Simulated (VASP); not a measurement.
# BaTiO3 (Pm-3m) in VASP: notebook

The runs below take BaTiO3 through single point, with LDA.

Everything below comes from runs of VASP 6.6.1. Logs are shortened: lines on timing, memory, paths and dates and some standing lists are left out, and cuts for length are marked.

## Step 1: The cell of the first run

It takes space group Pm-3m (No. 221, cubic). The conventional cell has a = 3.854 Å, b = 3.854 Å, c = 3.854 Å, α = 90.00°, β = 90.00°, γ = 90.00°. Within 3.6 Å of Ba (site symmetry m-3m) lie 12 O at 2.73 Å and 8 Ti at 3.34 Å. Within 2.6 Å of Ti (site symmetry m-3m) lie 6 O at 1.93 Å. O (site symmetry 4/mmm) has 2 Ti at 1.93 Å within 2.6 Å.

## Step 2: Single point, LDA (11.45 Å³/atom)

INCAR reads:

```
PREC = Accurate
ENCUT = 1340
EDIFF = 1E-6
ISMEAR = 0
SIGMA = 0.02
LREAL = F
LASPH = T
NELM = 120
ALGO = Normal
ISIF = 2
LWAVE = F
LCHARG = F
NBANDS = 28
GGA_COMPAT = F
```

KPOINTS reads:

```
Automatic mesh
0
Gamma
  8 8 8
```

POSCAR reads:

```
BaTiO3
1.0
    3.8541780627      0.0000000000      0.0000000000
    0.0000000000      3.8541780627      0.0000000000
    0.0000000000      0.0000000000      3.8541780627
Ba Ti O
1 1 3
Direct
    0.0000000000      0.0000000000      0.0000000000
    0.5000000000      0.5000000000      0.5000000000
    0.5000000000      0.5000000000      0.0000000000
    0.0000000000      0.5000000000      0.5000000000
    0.5000000000      0.0000000000      0.5000000000
```

Potentials or basis: VASP PAW LDA potentials, release 64 (Ba_sv, Ti_sv, O_h).

Command:

```bash
$ cat potpaw_LDA.64/Ba_sv/POTCAR potpaw_LDA.64/Ti_sv/POTCAR potpaw_LDA.64/O_h/POTCAR > POTCAR
$ mpirun -np 1 vasp_std > vasp.out
```

OUTCAR:

```text
PREC = Accurate
   ENCUT = 1340
   EDIFF = 1E-6
   ISMEAR = 0
   LREAL = F
   LASPH = T
   NELM = 120
   ISIF = 2

 ion  position               nearest neighbor table
   1  0.000  0.000  0.000-   3 2.73   4 2.73   5 2.73   4 2.73   5 2.73   3 2.73   4 2.73   4 2.73
                             3 2.73   5 2.73   5 2.73   3 2.73   2 3.34   2 3.34   2 3.34   2 3.34
   2  0.500  0.500  0.500-   3 1.93   4 1.93   5 1.93   3 1.93   5 1.93   4 1.93   1 3.34   1 3.34
                             1 3.34   1 3.34   1 3.34   1 3.34   1 3.34   1 3.34
   3  0.500  0.500  0.000-   2 1.93   2 1.93   1 2.73   1 2.73   1 2.73   1 2.73
   4  0.000  0.500  0.500-   2 1.93   2 1.93   1 2.73   1 2.73   1 2.73   1 2.73
   5  0.500  0.000  0.500-   2 1.93   2 1.93   1 2.73   1 2.73   1 2.73   1 2.73

  LATTYP: Found a simple cubic cell.
 ALAT       =     3.8541780627

  Lattice vectors:

 A1 = (   3.8541780627,   0.0000000000,   0.0000000000)
 A2 = (   0.0000000000,   3.8541780627,   0.0000000000)
 A3 = (   0.0000000000,   0.0000000000,   3.8541780627)

Analysis of symmetry for initial positions (statically):
=====================================================================
 Subroutine PRICEL returns:
 Original cell was already a primitive cell.

 Routine SETGRP: Setting up the symmetry group for a
 simple cubic supercell.

 Subroutine GETGRP returns: Found 48 space group operations
 (whereof 48 operations were pure point group operations)
 out of a pool of 48 trial point group operations.

The static configuration has the point symmetry O_h .

Analysis of symmetry for dynamics (positions and initial velocities):
=====================================================================
 Subroutine PRICEL returns:
 Original cell was already a primitive cell.

 Routine SETGRP: Setting up the symmetry group for a
 simple cubic supercell.

 Subroutine GETGRP returns: Found 48 space group operations
 (whereof 48 operations were pure point group operations)
 out of a pool of 48 trial point group operations.

The dynamic configuration has the point symmetry O_h .

 Subroutine INISYM returns: Found 48 space group operations
 (whereof 48 operations are pure point group operations),
 and found     1 'primitive' translations

----------------------------------------------------------------------------------------

                                     Primitive cell

  volume of cell :      57.2526

  direct lattice vectors                    reciprocal lattice vectors
     3.854178063  0.000000000  0.000000000     0.259458692  0.000000000  0.000000000
     0.000000000  3.854178063  0.000000000     0.000000000  0.259458692  0.000000000
     0.000000000  0.000000000  3.854178063     0.000000000  0.000000000  0.259458692

  length of vectors
     3.854178063  3.854178063  3.854178063     0.259458692  0.259458692  0.259458692

  position of ions in fractional coordinates (direct lattice)
     0.000000000  0.000000000  0.000000000
     0.500000000  0.500000000  0.500000000
     0.500000000  0.500000000  0.000000000
     0.000000000  0.500000000  0.500000000
     0.500000000  0.000000000  0.500000000

  ion indices of the primitive-cell ions
   primitive index   ion index
                 1           1
                 2           2
                 3           3
                 4           4
                 5           5

----------------------------------------------------------------------------------------

 KPOINTS: Automatic mesh

Automatic generation of k-mesh.
 Grid dimensions read from file:
 generate k-points for:    8    8    8

 Generating k-lattice:

  Cartesian coordinates                     Fractional coordinates (reciprocal lattice)
     0.032432337  0.000000000  0.000000000     0.125000000  0.000000000  0.000000000
     0.000000000  0.032432337  0.000000000     0.000000000  0.125000000  0.000000000
     0.000000000  0.000000000  0.032432337     0.000000000  0.000000000  0.125000000

  Length of vectors
     0.032432337  0.032432337  0.032432337

  Shift w.r.t. Gamma in fractional coordinates (k-lattice)
     0.000000000  0.000000000  0.000000000

 Subroutine IBZKPT returns following result:
 ===========================================

 Found     35 irreducible k-points:

 Following reciprocal coordinates:
            Coordinates               Weight
  0.000000  0.000000  0.000000      1.000000
  0.125000  0.000000  0.000000      6.000000
  0.250000  0.000000  0.000000      6.000000
  0.375000  0.000000  0.000000      6.000000
  0.500000  0.000000  0.000000      3.000000
  0.125000  0.125000  0.000000     12.000000
[... 16 lines left out ...]
  0.375000  0.375000  0.125000     24.000000
  0.500000  0.375000  0.125000     24.000000
 [... further k-points ...]
   k-points           NKPTS =     35   k-points in BZ     NKDIM =     35   number of bands    NBANDS=     28
   number of dos      NEDOS =    301   number of ions     NIONS =      5
   total plane-waves  NPLWV = 110592
   dimension x,y,z NGX =    48 NGY =   48 NGZ =   48
   dimension x,y,z NGXF=    96 NGYF=   96 NGZF=   96
   ions per type =               1   1   3
   NGX,Y,Z   is equivalent  to a cutoff of  20.70, 20.70, 20.70 a.u.
   NGXF,Y,Z  is equivalent  to a cutoff of  41.41, 41.41, 41.41 a.u.
 SYSTEM =  unknown system
   PREC   = accura    normal or accurate (medium, high low for compatibility)
   ISTART =      0    job   : 0-new  1-cont  2-samecut
   ICHARG =      2    charge: 1-file 2-atom 10-const
   ISPIN  =      1    spin polarized calculation?
   LNONCOLLINEAR =      F non collinear calculations
   LSORBIT =      F    spin-orbit coupling
   LASPH  =      T    aspherical Exc in radial PAW
   ENCUT  = 1340.0 eV  98.49 Ry    9.92 a.u.  11.50 11.50 11.50*2*pi/ulx,y,z
   NELM   =    120;   NELMIN=  2; NELMDL= -5     # of ELM steps
   EDIFF  = 0.1E-05   stopping-criterion for ELM
   LREAL  =      F    real-space projection
   EDIFFG = 0.1E-04   stopping-criterion for IOM
   NSW    =      0    number of steps for IOM
   IBRION =     -1    ionic relax: 0-MD 1-quasi-New 2-CG
   NFREE  =      0    steps in history (QN), initial steepest desc. (CG)
   ISIF   =      2    stress and relaxation
   ISYM   =      2    0-nonsym 1-usesym 2-fastsym
   POTIM  = 0.5000    time-step for ionic-motion
   TEBEG  =    0.0;   TEEND  =   0.0 temperature during run
   PSTRESS=    0.0 pullay stress
   NELECT =      40.0000    total number of electrons
   NUPDOWN=      -1.0000    fix difference up-down
   EMIN   =  10.00;   EMAX   =-10.00  energy-range for DOS
   EFERMI =   0.00;   METHOD = LEGACY
   ISMEAR =     0;   SIGMA  =   0.02  broadening in eV -4-tet -1-fermi 0-gaus
   EFERMI_NEDOS =   21; number of points for ismear=-14 and -15
   IALGO  =     38    algorithm
   IMIX   =      4    mixing-type and parameters
     AMIX     =   0.40;   BMIX     =  1.00
     AMIX_MAG =   1.60;   BMIX_MAG =  1.00
  volume/ion in A,a.u.               =      11.45        77.27
  Fermi-wavevector in a.u.,A,eV,Ry     =   1.452657  2.745124 28.711178  2.110212
  Thomas-Fermi vector in A             =   2.570014
   LORBIT       =      0    0 simple, 1 ext, 2 COOP (PROOUT), +10 PAW based schemes
   GGA     = CA    functional components
   LHFCALC =     F    Hartree Fock is set to
   AEXX    =    0.0000 exact exchange contribution
   IVDW    =     0    specifies the selected vdW correction
   LEPSILON=     F    determine dielectric tensor
   LRPA    =     F    only Hartree local field effects (RPA)
 non-spin polarized calculation
 Gauss-broadening in eV      SIGMA  =   0.02
  energy-cutoff  :     1340.00
  volume of cell :       57.25
 maximum number of plane-waves:      6432
 NGX is ok and might be reduce to    48
   NGX = 23   NGY = 23   NGZ = 23

 number of electron      40.0000004 magnetization

 Free energy of the ion-electron system (eV)
  ---------------------------------------------------
  ext. energy  EPLUGINS =         0.00000000
  ---------------------------------------------------
  free energy    TOTEN  =       -43.96115976 eV

  energy without entropy =      -43.96115976  energy(sigma->0) =      -43.96115976

 E-fermi :   5.1499     XC(G=0): -12.3312

 val. band max:        4.8632843107   @ k =   0.5000   0.5000   0.5000
 cond. band min:       6.7277390915   @ k =   0.0000   0.0000   0.0000
 fundamental gap:      1.8644547808
 Fermi energy:         5.1499323330

 k-point     1 :       0.0000    0.0000    0.0000
  band No.  band energies     occupation
      1     -50.5349      2.00000
      2     -27.2262      2.00000
      3     -27.2262      2.00000
      4     -27.2262      2.00000
      5     -19.6011      2.00000
      6     -11.9371      2.00000
[... 20 lines left out ...]
     27       9.9583      0.00000
     28      13.4179      0.00000

 k-point     2 :       0.1250    0.0000    0.0000
  band No.  band energies     occupation
      1     -50.5346      2.00000
      2     -27.2403      2.00000
      3     -27.2256      2.00000
      4     -27.2256      2.00000
      5     -19.5691      2.00000
      6     -11.9772      2.00000
[... 20 lines left out ...]
     27      10.3539      0.00000
     28      13.8164      0.00000

 k-point     3 :       0.2500    0.0000    0.0000
  band No.  band energies     occupation
      1     -50.5338      2.00000
      2     -27.2743      2.00000
      3     -27.2241      2.00000
      4     -27.2241      2.00000
      5     -19.4898      2.00000
      6     -12.1580      2.00000
[... 20 lines left out ...]
     27      11.2981      0.00000
     28      13.7560      0.00000

 k-point     4 :       0.3750    0.0000    0.0000
  band No.  band energies     occupation
      1     -50.5331      2.00000
      2     -27.3078      2.00000
      3     -27.2227      2.00000
      4     -27.2227      2.00000
      5     -19.4076      2.00000
      6     -12.3817      2.00000
[... 578 lines left out ...]
     27      13.8408      0.00000
     28      14.1130      0.00000

 k-point    23 :       0.3750    0.3750    0.1250
  band No.  band energies     occupation
      1     -50.5311      2.00000
      2     -27.3011      2.00000
      3     -27.3000      2.00000
      4     -27.2327      2.00000
      5     -19.2683      2.00000
      6     -11.7951      2.00000
[... 20 lines left out ...]
     27      13.8171      0.00000
     28      14.4748      0.00000

 k-point    24 :       0.5000    0.3750    0.1250
  band No.  band energies     occupation
      1     -50.5308      2.00000
      2     -27.3138      2.00000
      3     -27.2995      2.00000
      4     -27.2321      2.00000
      5     -19.2472      2.00000
      6     -11.7333      2.00000
[... 20 lines left out ...]
     27      13.6158      0.00000
     28      14.6396      0.00000

 [... further k-points ...]

------------------------ aborting loop because EDIFF is reached ----------------------------------------

  FORCE on cell =-STRESS in cart. coord.  units (eV):
  Direction    XX          YY          ZZ          XY          YZ          ZX
  --------------------------------------------------------------------------------------
  -------------------------------------------------------------------------------------
  Total        6.0492276      6.0492276      6.0492276      0.0000000      0.0000000     -0.0000000
  in kB      169.2837147    169.2837147    169.2837147      0.0000000      0.0000000     -0.0000000
  external PRESSURE =     169.2837147 kB  Pullay stress =       0.0000000 kB

 VOLUME and BASIS-vectors are now :
 -----------------------------------------------------------------------------
  energy-cutoff  :     1340.00
  volume of cell :       57.25
      direct lattice vectors                 reciprocal lattice vectors
     3.854178063  0.000000000  0.000000000     0.259458692  0.000000000  0.000000000
     0.000000000  3.854178063  0.000000000     0.000000000  0.259458692  0.000000000
     0.000000000  0.000000000  3.854178063     0.000000000  0.000000000  0.259458692

 POSITION                                       TOTAL-FORCE (eV/Angst)
 -----------------------------------------------------------------------------------
      0.00000      0.00000      0.00000         0.000000      0.000000      0.000000
      1.92709      1.92709      1.92709         0.000000      0.000000      0.000000
      1.92709      1.92709      0.00000         0.000000      0.000000      0.000000
      0.00000      1.92709      1.92709         0.000000      0.000000      0.000000
      1.92709      0.00000      1.92709         0.000000      0.000000      0.000000
 -----------------------------------------------------------------------------------
    total drift:                                0.000000     -0.000000     -0.000000

  FREE ENERGIE OF THE ION-ELECTRON SYSTEM (eV)
  ---------------------------------------------------
  free  energy   TOTEN  =       -43.9611597572 eV

  energy  without entropy=      -43.9611597572  energy(sigma->0) =      -43.96115976
```

It took 2.9 min on 1 thread of AMD EPYC 7R13 (Zen 3), shared host; peak memory 0.39 GiB.

Results:

```yaml
Free_energy: -43.9612 eV
Pressure: 16.9 GPa
Band_gap_on_the_k_mesh: 1.86 eV
```

Caveat: the cell stands under pressure; spin-orbit coupling is left out, which moves the levels of the heavy elements.

## Step 3: Single point, LDA (12.55 Å³/atom)

This run uses another cell than the first one, of 12.55 Å³/atom.

INCAR reads:

```
PREC = Accurate
ENCUT = 1340
EDIFF = 1E-6
ISMEAR = 0
SIGMA = 0.02
LREAL = False
LASPH = True
NELM = 120
ALGO = Normal
ISIF = 2
LWAVE = False
LCHARG = False
GGA = CA
NBANDS = 28
GGA_COMPAT = False
```

KPOINTS reads:

```
regular mesh
0
Gamma
  8 8 8
```

Edit POSCAR of step 2 so:

```diff
@@ -2,5 +2,5 @@
 1.0
-    3.8541780627      0.0000000000      0.0000000000
-    0.0000000000      3.8541780627      0.0000000000
-    0.0000000000      0.0000000000      3.8541780627
+    3.9734543893      0.0000000000      0.0000000000
+    0.0000000000      3.9734543893      0.0000000000
+    0.0000000000      0.0000000000      3.9734543893
 Ba Ti O
```

Potentials or basis: VASP PAW LDA potentials, release 64 (Ba_sv, Ti_sv, O_h).

Command:

```bash
$ cat potpaw_LDA.64/Ba_sv/POTCAR potpaw_LDA.64/Ti_sv/POTCAR potpaw_LDA.64/O_h/POTCAR > POTCAR
$ mpirun -np 1 vasp_std > vasp.out
```

Wall time 4 min (1 thread of AMD EPYC 7R13 (Zen 3), shared host); peak memory 0.42 GiB.

Results (log left out):

* Free energy: -44.1750 eV
* Pressure: -3.3 GPa
* Band gap on the k mesh: 1.70 eV (least direct gap 1.82 eV)

Levels at points of the mesh, in eV from the valence-band top:
| k point | band 17 | band 18 | band 19 | band 20 | band 21 | band 22 | band 23 | band 24 |
| --- | --- | --- | --- | --- | --- | --- | --- | --- |
| (0.00, 0.00, 0.00) | -1.15 | -0.12 | -0.12 | -0.12 | 1.70 | 1.70 | 1.70 | 4.10 |
| (0.50, 0.00, 0.00) | -1.88 | -1.88 | -0.72 | -0.72 | 1.88 | 3.57 | 3.57 | 4.11 |
| (0.50, 0.50, 0.00) | -1.72 | -0.85 | -0.85 | -0.09 | 3.58 | 3.58 | 4.00 | 4.98 |
| (0.50, 0.50, 0.50) | -2.40 | 0.00 | 0.00 | 0.00 | 4.28 | 4.28 | 4.28 | 6.76 |

Caveat: the cell stands under tension; spin-orbit coupling is left out, which moves the levels of the heavy elements. A k mesh can miss the band edges.
